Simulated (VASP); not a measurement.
A run of VASP 6.6.1:

Contents of POSCAR:

```
Co
1.0
   -2.4724009972      0.0000000000      0.0000000000
    0.0000000000      0.0000000000     -4.0163086812
    0.0000000001     -4.2823241439      0.0000000000
Co
4
Direct
    0.0000000000     -0.2500000000     -0.3333333333
   -0.5000000000     -0.7500000000     -0.1666666667
    0.5000000000     -0.2500000000      0.1666666667
    0.0000000000     -0.7500000000      0.3333333333
```

File INCAR.step1:

```
ALGO = Normal
EDIFF = 1E-4
ENCUT = 520
GGA = PE
ISMEAR = 0
ISPIN = 2
KPAR = 4
LASPH = T
LCHARG = F
LMAXMIX = 4
LREAL = F
LWAVE = T
MAGMOM = 1.5 -1.5 -1.5 1.5
NBANDS = 30
NELM = 150
PREC = Accurate
SIGMA = 0.05
```

File INCAR.step2:

```
ALGO = Normal
EDIFF = 1E-6
ENCUT = 520
ISIF = 2
ISMEAR = 0
ISPIN = 2
ISTART = 1
KPAR = 4
LASPH = T
LCHARG = T
LMAXMIX = 4
LMIXTAU = T
LORBIT = 11
LREAL = F
LVHAR = T
LWAVE = F
MAGMOM = 1.5 -1.5 -1.5 1.5
METAGGA = R2SCAN
NBANDS = 30
NELM = 150
PREC = Accurate
SIGMA = 0.05
```

KPOINTS

```
k-points
0
Gamma
  14 10 8
```

Potentials or basis: VASP PAW PBE potentials, release 64 (Co).

The run is started by

```console
$ cat potpaw_PBE.64/Co/POTCAR > POTCAR
$ cp INCAR.step1 INCAR
$ mpirun -np 4 vasp_std > vasp.out
$ cp INCAR.step2 INCAR
$ mpirun -np 4 vasp_std > vasp.out
```

Hardware: 4 MPI ranks on Oxide Virtual Turin-like Processor (shared host).

How long does it take, and how much memory?

Wall time 36 min on 4 MPI ranks on Oxide Virtual Turin-like Processor (shared host), peak memory 0.46 GiB a rank. Counts: k points 240.
